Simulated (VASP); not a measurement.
# Si (P6_3/mmc) in VASP: further runs, part 2 of 2

VASP 6.6.1. The steps go on from the part before.

### Step 3. Single point, PBE

File INCAR:

```
SYSTEM = Si
PREC = Accurate
ENCUT = 520
EDIFF = 1E-7
ISMEAR = 0
SIGMA = 0.05
LREAL = .FALSE.
LASPH = .TRUE.
NELM = 100
ALGO = Normal
ISIF = 2
LWAVE = .FALSE.
LCHARG = .TRUE.
GGA = PE
LELF = .TRUE.
LVHAR = .TRUE.
NBANDS = 16
```

File KPOINTS:

```
regular mesh
0
G
  12 12 6
  0 0 0
```

File POSCAR:

```
Si
1.0
    3.9202120069      0.0000000000      0.0000000000
   -1.9601060035      3.3950031862      0.0000000000
    0.0000000000      0.0000000000      6.1421881724
Si
4
Direct
    0.3333333333      0.6666666667      0.0393645135
    0.6666666667      0.3333333333      0.5393645135
    0.3333333333      0.6666666667      0.4606354865
    0.6666666667      0.3333333333      0.9606354865
```

Potentials or basis: VASP PAW PBE potentials, release 64 (Si).

Run with:

```sh
cat potpaw_PBE.64/Si/POTCAR > POTCAR
mpirun -np 1 vasp_std > vasp.out
```

OUTCAR:

```text
SYSTEM = Si
   PREC = Accurate
   ENCUT = 520
   EDIFF = 1E-7
   ISMEAR = 0
   LREAL = .FALSE.
   LASPH = .TRUE.
   NELM = 100
   ISIF = 2
   GGA = PE

 ion  position               nearest neighbor table
   1  0.333  0.667  0.039-   4 2.31   4 2.31   4 2.31   3 2.59
   2  0.667  0.333  0.539-   3 2.31   3 2.31   3 2.31   4 2.59
   3  0.333  0.667  0.461-   2 2.31   2 2.31   2 2.31   1 2.59
   4  0.667  0.333  0.961-   1 2.31   1 2.31   1 2.31   2 2.59

  LATTYP: Found a hexagonal cell.
 ALAT       =     3.9202120069
 C/A-ratio  =     1.5668000000

[... 649 lines left out ...]

 [... further k-points ...]
[... 5 lines left out ...]
  --------------------------------------------------------------------------------------
  -------------------------------------------------------------------------------------
  Total        0.7728106      0.7728106     -1.4068859     -0.0000000     -0.0000000      0.0000000
  in kB       15.1464472     15.1464472    -27.5737988     -0.0000000     -0.0000000      0.0000000
  external PRESSURE =       0.9063652 kB  Pullay stress =       0.0000000 kB

 VOLUME and BASIS-vectors are now :
 -----------------------------------------------------------------------------
  energy-cutoff  :      520.00
  volume of cell :       81.75
      direct lattice vectors                 reciprocal lattice vectors
     3.920212007  0.000000000  0.000000000     0.255088245  0.147275267  0.000000000
    -1.960106003  3.395003186  0.000000000     0.000000000  0.294550534  0.000000000
     0.000000000  0.000000000  6.142188172     0.000000000  0.000000000  0.162808428

 POSITION                                       TOTAL-FORCE (eV/Angst)
 -----------------------------------------------------------------------------------
     -0.00000      2.26334      0.24178        -0.000000     -0.000000      1.875696
      1.96011      1.13167      3.31288         0.000000     -0.000000      1.875696
     -0.00000      2.26334      2.82931        -0.000000     -0.000000     -1.875696
      1.96011      1.13167      5.90040         0.000000      0.000000     -1.875696
 -----------------------------------------------------------------------------------
    total drift:                               -0.000000      0.000000     -0.000000

  FREE ENERGIE OF THE ION-ELECTRON SYSTEM (eV)
  ---------------------------------------------------
  free  energy   TOTEN  =       -21.0087871035 eV

  energy  without entropy=      -21.0079887826  energy(sigma->0) =      -21.00838794
```

OSZICAR:

```text
N       E                     dE             d eps       ncg     rms          rms(c)
DAV:   1     0.261101957882E+02    0.26110E+02   -0.59233E+03  2432   0.818E+02
DAV:   2    -0.195529782734E+02   -0.45663E+02   -0.41518E+02  3320   0.120E+02
DAV:   3    -0.213243604869E+02   -0.17714E+01   -0.17559E+01  3288   0.222E+01
DAV:   4    -0.213452947911E+02   -0.20934E-01   -0.20929E-01  3048   0.309E+00
DAV:   5    -0.213456806115E+02   -0.38582E-03   -0.38580E-03  3360   0.398E-01    0.668E+00
DAV:   6    -0.211113947648E+02    0.23429E+00   -0.92374E-02  2832   0.144E+00    0.404E+00
DAV:   7    -0.210059430063E+02    0.10545E+00   -0.18509E-01  3032   0.212E+00    0.241E-01
DAV:   8    -0.210079471590E+02   -0.20042E-02   -0.13096E-02  3064   0.589E-01    0.123E-01
DAV:   9    -0.210086482584E+02   -0.70110E-03   -0.82385E-04  3112   0.158E-01    0.716E-02
DAV:  10    -0.210087636677E+02   -0.11541E-03   -0.82998E-05  3032   0.474E-02    0.162E-02
DAV:  11    -0.210087857029E+02   -0.22035E-04   -0.26235E-05  2984   0.261E-02    0.583E-03
DAV:  12    -0.210087867485E+02   -0.10456E-05   -0.89992E-07  3208   0.534E-03    0.183E-03
DAV:  13    -0.210087871109E+02   -0.36238E-06   -0.57479E-07  2920   0.384E-03    0.933E-04
DAV:  14    -0.210087871035E+02    0.73737E-08   -0.14929E-08  2144   0.747E-04
   1 F= -.21008787E+02 E0= -.21008388E+02  d E =-.798321E-03
```

stdout:

```text
POSCAR found type information on POSCAR Si
 POSCAR found :  1 types and       4 ions
 scaLAPACK will be used
 LDA part: xc-table for (Slater+PW92), standard interpolation
 POSCAR, INCAR and KPOINTS ok, starting setup
 FFT: planning ... GRIDC
 FFT: planning ... GRID_SOFT
 FFT: planning ... GRID
 WAVECAR not read
 entering main loop
```

It took 2.7 min on 1 thread of Intel Xeon 8259CL, shared host; peak memory 0.23 GiB.

Results:

* Free energy: -21.0088 eV
* Pressure: 0.1 GPa
* Largest force: 1.876 eV/Å
* Band gap on the k mesh: zero (bands 8 and 9 overlap by 0.76 eV)

Forces in eV/Å, atoms in the order of the input:
```
Si   0.000  0.000  1.876
Si   0.000  0.000  1.876
Si   0.000  0.000 -1.876
Si   0.000  0.000 -1.876
```

Caveat: semilocal functionals underestimate gaps, and a narrow one can read as zero; forces of over 1 eV/Å act on the atoms, so gaps and moduli don't describe the material at rest.
